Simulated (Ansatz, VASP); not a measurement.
HgTe in VASP and in Ansatz

```
Hg Te
1.0
    -3.04560    3.04560    1.55941
     3.04560   -3.04560    1.55941
     3.04560    3.04560   -1.55941
Hg Te
1 1
Direct
  0.75000 0.25000 0.50000
  0.00000 0.00000 0.00000
```

Alike in both runs: task relaxation of cell and atoms; functional PBEsol; dispersion D3(BJ); k mesh 10 × 10 × 10; occupations fermi-dirac, width 0.05 eV; no spin polarisation.

|  | VASP | Ansatz |
| --- | --- | --- |
| version | VASP 6.6.1 | Ansatz 0.2.0 |
| potentials or method | VASP PAW PBE potentials, release 64 (Hg, Te), cutoff 600 eV | all-electron LAPW, scalar-relativistic |

|  | VASP | Ansatz | Ansatz less VASP |
| --- | --- | --- | --- |
| relaxed volume (Å³/atom) | 25.46 | 25.37 | -0.091 |
| relaxed cell length with the largest relative difference (Å) | 4.321 | 4.315 | -0.0064 |

VASP's potentials were made for PBE, not for PBEsol. Ansatz ran all-electron here, and VASP with PAW potentials.

Neither program's run includes spin-orbit coupling.
